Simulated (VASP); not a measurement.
# Fe (Im-3m) in VASP: further runs

The runs below take Fe through single point, with LDA.

Program: VASP 6.6.1. These are calculated values, not measurements. Logs are shortened: lines on timing, memory, paths and dates and some standing lists are left out, and cuts for length are marked.

### 1 The cell of the first run

Symmetry: Im-3m, No. 229, cubic system. Conventional cell: a = 2.749 Å, b = 2.749 Å, c = 2.749 Å, α = 90.00°, β = 90.00°, γ = 90.00°. Fe (site symmetry m-3m) has 14 Fe at 2.38 to 2.75 Å within 3.1 Å.

### 2 Single point, LDA, collinear spin, ferromagnetic start

Input file INCAR:

```
SYSTEM = Fe
ALGO     = Normal         ! electronic algorithm
EDIFF    = 1E-7           ! SCF threshold, eV
ENCUT    = 520            ! plane-wave cutoff, eV
ISIF     = 2              ! what is computed and relaxed
ISMEAR   = 0              ! smearing method
ISPIN    = 2              ! spin polarisation
LASPH    = .TRUE.         ! aspherical terms in the spheres
LCHARG   = .TRUE.         ! write CHGCAR
LELF     = .TRUE.         ! ELF
LMAXMIX  = 4              ! l up to which the mixer works
LORBIT   = 11             ! projections on sites
LREAL    = .FALSE.        ! projectors in reciprocal space
LVHAR    = .TRUE.       
LWAVE    = .FALSE.        ! write WAVECAR
MAGMOM   = 1.988          ! initial moments
NBANDS   = 14             ! bands
NELM     = 150            ! most SCF steps
PREC     = Accurate       ! precision mode
SIGMA    = 0.03           ! smearing width, eV
```

Input file KPOINTS:

```
k-points
0
G
  16 16 16
  0 0 0
```

Input file POSCAR:

```
Fe
1.0
   -1.3745984210      1.3745984210      1.3745984210
    1.3745984210     -1.3745984210      1.3745984210
    1.3745984210      1.3745984210     -1.3745984210
Fe
1
Direct
    0.0000000000      0.0000000000      0.0000000000
```

Potentials or basis: VASP PAW LDA potentials, release 64 (Fe).

Launch:

```bash
cat potpaw_LDA.64/Fe/POTCAR > POTCAR
mpirun -np 1 vasp_std > vasp.out
```

OUTCAR:

```text
SYSTEM = Fe
   EDIFF = 1E-7
   ENCUT = 520
   ISIF = 2
   ISMEAR = 0
   ISPIN = 2
   LASPH = .TRUE.
   LORBIT = 11
   LREAL = .FALSE.
   NELM = 150
   PREC = Accurate

 ion  position               nearest neighbor table
   1  0.000  0.000  0.000-

  LATTYP: Found a body centered cubic cell.
 ALAT       =     2.7491968420

  Lattice vectors:

 A1 = (  -1.3745984210,   1.3745984210,   1.3745984210)
 A2 = (   1.3745984210,  -1.3745984210,   1.3745984210)
 A3 = (   1.3745984210,   1.3745984210,  -1.3745984210)

Analysis of symmetry for initial positions (statically):
=====================================================================
 Subroutine PRICEL returns:
 Original cell was already a primitive cell.

 Routine SETGRP: Setting up the symmetry group for a
 body centered cubic supercell.

 Subroutine GETGRP returns: Found 48 space group operations
 (whereof 48 operations were pure point group operations)
 out of a pool of 48 trial point group operations.

The static configuration has the point symmetry O_h .

Analysis of symmetry for dynamics (positions and initial velocities):
=====================================================================
 Subroutine PRICEL returns:
 Original cell was already a primitive cell.

 Routine SETGRP: Setting up the symmetry group for a
 body centered cubic supercell.

 Subroutine GETGRP returns: Found 48 space group operations
 (whereof 48 operations were pure point group operations)
 out of a pool of 48 trial point group operations.

The dynamic configuration has the point symmetry O_h .

Analysis of structural, dynamic, and magnetic symmetry:
=====================================================================
 Subroutine PRICEL returns:
 Original cell was already a primitive cell.

 Routine SETGRP: Setting up the symmetry group for a
 body centered cubic supercell.

 Subroutine GETGRP returns: Found 48 space group operations
 (whereof 48 operations were pure point group operations)
 out of a pool of 48 trial point group operations.

The overall configuration has the point symmetry O_h .

 Subroutine INISYM returns: Found 48 space group operations
 (whereof 48 operations are pure point group operations),
 and found     1 'primitive' translations

----------------------------------------------------------------------------------------

                                     Primitive cell

  volume of cell :      10.3893

  direct lattice vectors                    reciprocal lattice vectors
    -1.374598421  1.374598421  1.374598421     0.000000000  0.363742597  0.363742597
     1.374598421 -1.374598421  1.374598421     0.363742597  0.000000000  0.363742597
     1.374598421  1.374598421 -1.374598421     0.363742597  0.363742597  0.000000000

  length of vectors
     2.380874305  2.380874305  2.380874305     0.514409714  0.514409714  0.514409714

  position of ions in fractional coordinates (direct lattice)
     0.000000000  0.000000000  0.000000000

  ion indices of the primitive-cell ions
   primitive index   ion index
                 1           1

----------------------------------------------------------------------------------------

 KPOINTS: k-points

Automatic generation of k-mesh.
 Grid dimensions read from file:
 generate k-points for:   16   16   16

 Generating k-lattice:

  Cartesian coordinates                     Fractional coordinates (reciprocal lattice)
     0.000000000  0.022733912  0.022733912     0.062500000  0.000000000  0.000000000
     0.022733912  0.000000000  0.022733912     0.000000000  0.062500000  0.000000000
     0.022733912  0.022733912  0.000000000     0.000000000  0.000000000  0.062500000

  Length of vectors
     0.032150607  0.032150607  0.032150607

  Shift w.r.t. Gamma in fractional coordinates (k-lattice)
     0.000000000  0.000000000  0.000000000

 Subroutine IBZKPT returns following result:
 ===========================================

 Found    145 irreducible k-points:

 Following reciprocal coordinates:
            Coordinates               Weight
  0.000000  0.000000  0.000000      1.000000
  0.062500  0.000000  0.000000     12.000000
  0.125000  0.000000  0.000000     12.000000
  0.187500  0.000000  0.000000     12.000000
  0.250000  0.000000  0.000000     12.000000
  0.312500  0.000000  0.000000     12.000000
[... 16 lines left out ...]
  0.187500  0.187500  0.000000     24.000000
  0.250000  0.187500  0.000000     48.000000
 [... further k-points ...]
   k-points           NKPTS =    145   k-points in BZ     NKDIM =    145   number of bands    NBANDS=     14
   number of dos      NEDOS =    301   number of ions     NIONS =      1
   total plane-waves  NPLWV =   5832
   dimension x,y,z NGX =    18 NGY =   18 NGZ =   18
   dimension x,y,z NGXF=    36 NGYF=   36 NGZF=   36
   ions per type =               1
   NGX,Y,Z   is equivalent  to a cutoff of  12.57, 12.57, 12.57 a.u.
   NGXF,Y,Z  is equivalent  to a cutoff of  25.14, 25.14, 25.14 a.u.
 SYSTEM =  Fe
   PREC   = accura    normal or accurate (medium, high low for compatibility)
   ISTART =      0    job   : 0-new  1-cont  2-samecut
   ICHARG =      2    charge: 1-file 2-atom 10-const
   ISPIN  =      2    spin polarized calculation?
   LNONCOLLINEAR =      F non collinear calculations
   LSORBIT =      F    spin-orbit coupling
   LASPH  =      T    aspherical Exc in radial PAW
   ENCUT  =  520.0 eV  38.22 Ry    6.18 a.u.   4.43  4.43  4.43*2*pi/ulx,y,z
   NELM   =    150;   NELMIN=  2; NELMDL= -5     # of ELM steps
   EDIFF  = 0.1E-06   stopping-criterion for ELM
   LREAL  =      F    real-space projection
   EDIFFG = 0.1E-05   stopping-criterion for IOM
   NSW    =      0    number of steps for IOM
   IBRION =     -1    ionic relax: 0-MD 1-quasi-New 2-CG
   NFREE  =      0    steps in history (QN), initial steepest desc. (CG)
   ISIF   =      2    stress and relaxation
   ISYM   =      2    0-nonsym 1-usesym 2-fastsym
   POTIM  = 0.5000    time-step for ionic-motion
   TEBEG  =    0.0;   TEEND  =   0.0 temperature during run
   PSTRESS=    0.0 pullay stress
   NELECT =       8.0000    total number of electrons
   NUPDOWN=      -1.0000    fix difference up-down
   EMIN   =  10.00;   EMAX   =-10.00  energy-range for DOS
   EFERMI =   0.00;   METHOD = LEGACY
   ISMEAR =     0;   SIGMA  =   0.03  broadening in eV -4-tet -1-fermi 0-gaus
   EFERMI_NEDOS =   21; number of points for ismear=-14 and -15
   IALGO  =     38    algorithm
   IMIX   =      4    mixing-type and parameters
     AMIX     =   0.40;   BMIX     =  1.00
     AMIX_MAG =   1.60;   BMIX_MAG =  1.00
  volume/ion in A,a.u.               =      10.39        70.11
  Fermi-wavevector in a.u.,A,eV,Ry     =   1.500522  2.835575 30.634413  2.251566
  Thomas-Fermi vector in A             =   2.612011
   LORBIT       =     11    0 simple, 1 ext, 2 COOP (PROOUT), +10 PAW based schemes
   GGA     = CA    functional components
   LHFCALC =     F    Hartree Fock is set to
   AEXX    =    0.0000 exact exchange contribution
   IVDW    =     0    specifies the selected vdW correction
   LEPSILON=     F    determine dielectric tensor
   LRPA    =     F    only Hartree local field effects (RPA)
 spin polarized calculation
 Gauss-broadening in eV      SIGMA  =   0.03
  energy-cutoff  :      520.00
  volume of cell :       10.39
 maximum number of plane-waves:       321
 NGX is ok and might be reduce to    18
   NGX =  9   NGY =  9   NGZ =  9

 number of electron       7.9999992 magnetization       1.9368239

 Free energy of the ion-electron system (eV)
  ---------------------------------------------------
  ext. energy  EPLUGINS =         0.00000000
  ---------------------------------------------------
  free energy    TOTEN  =        -9.22460772 eV

  energy without entropy =       -9.22411784  energy(sigma->0) =       -9.22436278

 E-fermi :   6.7541     XC(G=0): -13.9293

 val. band max:        6.7524651029   @ k =  -0.3750   0.3750   0.1250
 cond. band min:       6.7704305195   @ k =  -0.3750   0.5000   0.1250
 fundamental gap:      0.0179654166
 Fermi energy:         6.7540650021

 spin component 1

 k-point     1 :       0.0000    0.0000    0.0000
  band No.  band energies     occupation
      1      -2.3826      1.00000
      2       4.2293      1.00000
      3       4.2293      1.00000
      4       4.2293      1.00000
      5       5.7741      1.00000
      6       5.7741      1.00000
      7      32.4089      0.00000
      8      32.4089      0.00000
      9      32.4089      0.00000
     10      38.1601      0.00000
     11      38.1601      0.00000
     12      40.8537      0.00000
     13      40.8537      0.00000
     14      40.8537      0.00000
[... 375 lines left out ...]
 k-point    24 :       0.2500    0.1875    0.0000
  band No.  band energies     occupation
      1       1.8303      1.00000
      2       3.1841      1.00000
      3       3.7554      1.00000
      4       5.5672      1.00000
      5       6.1439      1.00000
      6       8.0031      0.00000
      7      19.7143      0.00000
      8      21.8847      0.00000
      9      28.1998      0.00000
     10      33.7394      0.00000
     11      37.9813      0.00000
     12      42.3451      0.00000
     13      46.2511      0.00000
     14      48.8320      0.00000

 [... further k-points ...]

 spin component 2

 k-point     1 :       0.0000    0.0000    0.0000
  band No.  band energies     occupation
      1      -2.0052      1.00000
      2       5.7880      1.00000
      3       5.7880      1.00000
      4       5.7880      1.00000
      5       7.8654      0.00000
      6       7.8654      0.00000
      7      32.5896      0.00000
      8      32.5896      0.00000
      9      32.5896      0.00000
     10      38.6446      0.00000
     11      38.6446      0.00000
     12      41.6248      0.00000
     13      41.6248      0.00000
     14      41.6248      0.00000
[... 375 lines left out ...]
 k-point    24 :       0.2500    0.1875    0.0000
  band No.  band energies     occupation
      1       2.6384      1.00000
      2       4.5937      1.00000
      3       5.0174      1.00000
      4       7.4914      0.00000
      5       8.1947      0.00000
      6       9.5502      0.00000
      7      20.5857      0.00000
      8      22.5988      0.00000
      9      28.7895      0.00000
     10      34.1908      0.00000
     11      38.5024      0.00000
     12      42.9049      0.00000
     13      46.7762      0.00000
     14      49.5202      0.00000

 [... further k-points ...]

------------------------ aborting loop because EDIFF is reached ----------------------------------------

  FORCE on cell =-STRESS in cart. coord.  units (eV):
  Direction    XX          YY          ZZ          XY          YZ          ZX
  --------------------------------------------------------------------------------------
  -------------------------------------------------------------------------------------
  Total       -0.0676853     -0.0676853     -0.0676853      0.0000000      0.0000000     -0.0000000
  in kB      -10.4379976    -10.4379976    -10.4379976      0.0000000      0.0000000     -0.0000000
  external PRESSURE =     -10.4379976 kB  Pullay stress =       0.0000000 kB

 VOLUME and BASIS-vectors are now :
 -----------------------------------------------------------------------------
  energy-cutoff  :      520.00
  volume of cell :       10.39
      direct lattice vectors                 reciprocal lattice vectors
    -1.374598421  1.374598421  1.374598421     0.000000000  0.363742597  0.363742597
     1.374598421 -1.374598421  1.374598421     0.363742597  0.000000000  0.363742597
     1.374598421  1.374598421 -1.374598421     0.363742597  0.363742597  0.000000000

 POSITION                                       TOTAL-FORCE (eV/Angst)
 -----------------------------------------------------------------------------------
      0.00000      0.00000      0.00000         0.000000     -0.000000      0.000000
 -----------------------------------------------------------------------------------
    total drift:                                0.000000      0.000000      0.000000

  FREE ENERGIE OF THE ION-ELECTRON SYSTEM (eV)
  ---------------------------------------------------
  free  energy   TOTEN  =        -9.2246077159 eV

  energy  without entropy=       -9.2241178360  energy(sigma->0) =       -9.22436278

 total charge

# of ion       s       p       d       tot
------------------------------------------
    1        0.528   0.617   6.334   7.479

 magnetization (x)

# of ion       s       p       d       tot
------------------------------------------
    1       -0.008  -0.029   1.940   1.903
```

It took 46 s on 1 thread of Intel Xeon Platinum 8259CL at 2.50GHz (Skylake/Cascade Lake), shared host; peak memory 0.14 GiB.

Results:

```
Free energy                                           : -9.2246 eV
Pressure                                              : -1.0 GPa
Net moment                                            : 1.94 μB per cell
Site moments                                          : Fe +1.90 μB
Valence electrons inside the program's atomic spheres : Fe 7.48
```

### 3 Single point, LDA, collinear spin, ferromagnetic start

INCAR: that of step 2 with these lines changed.

```diff
@@ -2,4 +2,5 @@
 ALGO     = Normal         ! electronic algorithm
-EDIFF    = 1E-7           ! SCF threshold, eV
+EDIFF    = 1E-6           ! SCF threshold, eV
 ENCUT    = 520            ! plane-wave cutoff, eV
+GGA      = CA             ! functional
 ISIF     = 2              ! what is computed and relaxed
@@ -19,2 +20,2 @@
 PREC     = Accurate       ! precision mode
-SIGMA    = 0.03           ! smearing width, eV
+SIGMA    = 0.1            ! smearing width, eV
```

KPOINTS is that of step 2.

POSCAR is that of step 2.

Potentials or basis: VASP PAW LDA potentials, release 64 (Fe).

Launch:

```bash
cat potpaw_LDA.64/Fe/POTCAR > POTCAR
mpirun -np 1 vasp_std > vasp.out
```

It took 44 s on 1 thread of Intel Xeon Platinum 8259CL at 2.50GHz (Skylake/Cascade Lake), shared host; peak memory 0.14 GiB.

The run converged. Its results:

```yaml
Free_energy: -9.2272 eV
Pressure: -1.0 GPa
Net_moment: 1.94 μB per cell
Site_moments: Fe +1.91 μB
Valence_electrons_inside_the_program's_atomic_spheres: Fe 7.48
```

Levels at points of the mesh, in eV from the Fermi level:
Spin up:
| k point | band 3 | band 4 | band 5 | band 6 | band 7 | band 8 |
| --- | --- | --- | --- | --- | --- | --- |
| (0.00, 0.00, 0.00) | -2.51 | -2.51 | -0.96 | -0.96 | 25.67 | 25.67 |
| (0.50, 0.00, 0.00) | -0.92 | -0.73 | 0.34 | 0.62 | 8.15 | 18.94 |
| (0.50, 0.50, 0.50) | 0.30 | 0.30 | 0.30 | 10.38 | 10.38 | 10.38 |
Spin down:
```
           k point  band 1  band 2  band 3  band 4  band 5  band 6  band 7
(0.00, 0.00, 0.00)   -8.75   -0.95   -0.95   -0.95    1.12    1.12   25.85
(0.50, 0.00, 0.00)   -4.38   -2.36    0.72    1.04    1.41    2.44    9.36
(0.50, 0.50, 0.50)   -3.97   -3.97    2.09    2.09    2.09   10.84   10.84
```

[end of part 1 of 2]
